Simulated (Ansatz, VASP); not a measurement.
HfSiO4 in VASP and in Ansatz

```
Hf Si O
1.0
    -3.32245    3.32245    3.00747
     3.32245   -3.32245    3.00747
     3.32245    3.32245   -3.00747
Hf Si O
2 2 8
Direct
  0.00000 0.00000 0.00000
  0.75000 0.25000 0.50000
  0.25000 0.75000 0.50000
  0.50000 0.50000 0.00000
  0.13473 0.31894 0.81579
  0.06894 0.75315 0.68421
  0.06894 0.38473 0.31579
  0.50315 0.31894 0.18421
  0.68106 0.49685 0.81579
  0.61527 0.93106 0.68421
  0.24685 0.93106 0.31579
  0.68106 0.86527 0.18421
```

Alike in both runs: task single point; functional PBE; k mesh 6 × 6 × 6; occupations gaussian, width 0.02 eV; no spin polarisation.

|  | VASP | Ansatz |
| --- | --- | --- |
| version | VASP 6.6.1 | Ansatz 0.2.0 |
| potentials or method | VASP PAW PBE potentials, release 64 (Hf_pv, Si, O), cutoff 520 eV | scalar-relativistic, plane waves, PAW |
| valence electrons in the cell | 76 | 108 |

```csv
,VASP,Ansatz,Ansatz less VASP
gap on the k mesh at the Fermi level (eV),5.27,5.33,+0.057
least direct gap on the mesh (eV),5.60,5.65,+0.053
pressure (GPa),-1.6,0.0,+1.60
"traceless stress, the component that is largest in VASP (GPa)",0.19,-0.04,-0.231
rms of the force components (eV/Å),0.086,0.001,-0.0854
```

Atom by atom the forces differ by 0.087 eV/Å (rms over components). VASP's potentials hold 76 valence electrons a cell and Ansatz's 108, so a difference there can come from the potentials and not from the codes.

Spin-orbit coupling is off throughout.
